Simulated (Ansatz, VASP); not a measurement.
KZnF3: VASP beside Ansatz

```xyz
5
Lattice="3.9929 0.0000 0.0000 0.0000 3.9929 0.0000 0.0000 0.0000 3.9929" Properties=species:S:1:pos:R:3 pbc="T T T"
K     0.0000    0.0000    0.0000
Zn    1.9964    1.9964    1.9964
F     1.9964    1.9964    0.0000
F     0.0000    1.9964    1.9964
F     1.9964    0.0000    1.9964
```

Alike in both runs: functional r2SCAN; k mesh 8 × 8 × 8; occupations fermi-dirac, width 0.02 eV; no spin polarisation.

Ansatz relaxed the structure, and its values are those at the end. VASP's run is a single point on that final structure, the one shown.

|  | VASP | Ansatz |
| --- | --- | --- |
| version | VASP 6.6.1 | Ansatz 0.2.0 |
| potentials or method | VASP PAW PBE potentials, release 64 (K_sv, Zn, F), cutoff 520 eV | PAW plane waves |
| valence electrons in the cell | 42 | 42 |

VASP gave:

- gap on the k mesh at the Fermi level (eV): 4.69
- pressure (GPa): 4.2

**Question.** Estimate Ansatz's values.

**Answer.** gap on the k mesh at the Fermi level (eV): 4.74; pressure (GPa): 3.8.

VASP's potentials were made for PBE, not for r2SCAN. The functional is the same, so the differences come from potentials, cutoffs and numerics. Ansatz's warnings: stress scf threshold loose.
